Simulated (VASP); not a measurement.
# Ag2GeCSe4: single point with PBE

Ag2GeCSe4:

```
Ge C Ag Se
1.0
    -3.37432    4.03982    3.30375
     3.37432   -4.03982    3.30375
     3.37432    4.03982   -3.30375
Ge C Ag Se
1 1 2 4
Direct
  0.50000 0.50000 0.00000
  0.00000 0.00000 0.00000
  0.77192 0.27192 0.50000
  0.22808 0.72808 0.50000
  0.98012 0.99750 0.31922
  0.67828 0.66089 0.68078
  0.01988 0.33911 0.01739
  0.32172 0.00250 0.98261
```

```
Program             : VASP 6.6.1
Task                : single point
Functional          : PBE
Potentials or basis : VASP PAW PBE potentials, release 64 (Ge_d, C, Ag, Se)
Cutoff              : 520 eV
k mesh              : 4 × 4 × 4
Occupations         : fermi-dirac, width 0.1 eV
Spin                : no spin polarisation
```

```
Pressure               : 0.1 GPa
Largest force          : 0.029 eV/Å
Band gap on the k mesh : 0.33 eV, indirect (least direct gap 0.92 eV)
```

Forces on the atoms (eV/Å):
```
Ge   0.000  0.000  0.000
C    0.000  0.000  0.000
Ag   0.000  0.000  0.001
Ag   0.000  0.000 -0.001
Se   0.009  0.023 -0.016
Se  -0.009 -0.023 -0.016
Se   0.009 -0.023  0.016
Se  -0.009  0.023  0.016
```

Levels at points of the mesh, in eV from the valence-band top:
```
           k point  band 30  band 31  band 32  band 33  band 34  band 35
(0.00, 0.00, 0.00)    -1.99    -1.80    -1.01     0.33     2.02     2.35
(0.50, 0.00, 0.00)    -1.88    -1.13    -0.78     0.71     1.36     1.59
(0.00, 0.50, 0.00)    -1.63    -1.42    -0.69     0.48     1.22     1.55
(0.50, 0.50, 0.00)    -1.74    -1.31    -0.97     0.90     1.13     2.11
(0.50, 0.50, 0.50)    -1.68    -1.67     0.00     0.92     1.14     1.27
```

Run time: 2.5 min on 1 thread of Intel Xeon 6975P-C, on a shared host, peak memory 0.41 GiB.

A k mesh can miss the band edges.
